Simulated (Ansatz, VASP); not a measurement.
# Two plane-wave programs on C

Contents of INCAR:

```
ALGO     = Normal         # electronic algorithm
EDIFF    = 1E-6           # SCF threshold, eV
ENCUT    = 520            # plane-wave cutoff, eV
GGA      = PE             # functional
ISIF     = 2              # what is computed and relaxed
ISMEAR   = 0              # smearing method
LASPH    = T              # aspherical terms in the spheres
LCHARG   = T              # write CHGCAR
LELF     = T              # ELF
LREAL    = F              # projectors in reciprocal space
LVHAR    = T            
LWAVE    = F              # write WAVECAR
NBANDS   = 11             # bands
NELM     = 100            # most SCF steps
PREC     = Accurate       # precision mode
SIGMA    = 0.05           # smearing width, eV
```

File KPOINTS:

```
k-points
0
Gamma
  12 12 12
```

File POSCAR:

```
C
1.0
    0.0000000000      1.7547901514      1.6721395352
    1.7547901514      0.0000000000      1.6721395352
    1.7547901514      1.7547901514      0.0000000000
C
2
Direct
    0.5000000000      0.5000000000      0.5000000000
    0.7500000000      0.7500000000      0.7500000000
```

Input for Ansatz:

```yaml
crystal:
  lattice:
    - [0.0, 1.7547901514, 1.6721395352]
    - [1.7547901514, 0.0, 1.6721395352]
    - [1.7547901514, 1.7547901514, 0.0]
  atoms:
    - { symbol: C, position: [0.5, 0.5, 0.5] }
    - { symbol: C, position: [0.75, 0.75, 0.75] }
basis:
  ecutwfc: 520.0
kpoints:
  mp_grid: { grid: [12, 12, 12] }
hamiltonian:
  xc: pbe
  pseudopotentials: { kind: paw, azcp: { folder: soft_1 } }
scf:
  occupations: { method: gaussian, width: 0.05 }
output:
  forces: true
  stress: true
  eigenvalues: true
```

Alike in both runs: task single point; functional PBE; k mesh 12 × 12 × 12; occupations gaussian, width 0.05 eV; no spin polarisation.

|  | VASP | Ansatz |
| --- | --- | --- |
| version | VASP 6.6.1 | Ansatz 0.2.0 |
| potentials or method | VASP PAW PBE potentials, release 64 (C), cutoff 520 eV | scalar-relativistic, plane waves, PAW |
| valence electrons in the cell | 8 | 8 |

VASP gave:

* gap on the k mesh at the Fermi level (eV): 3.10
* least direct gap on the mesh (eV): 4.97

Which values does Ansatz return?

gap on the k mesh at the Fermi level (eV): 3.11; least direct gap on the mesh (eV): 4.98.
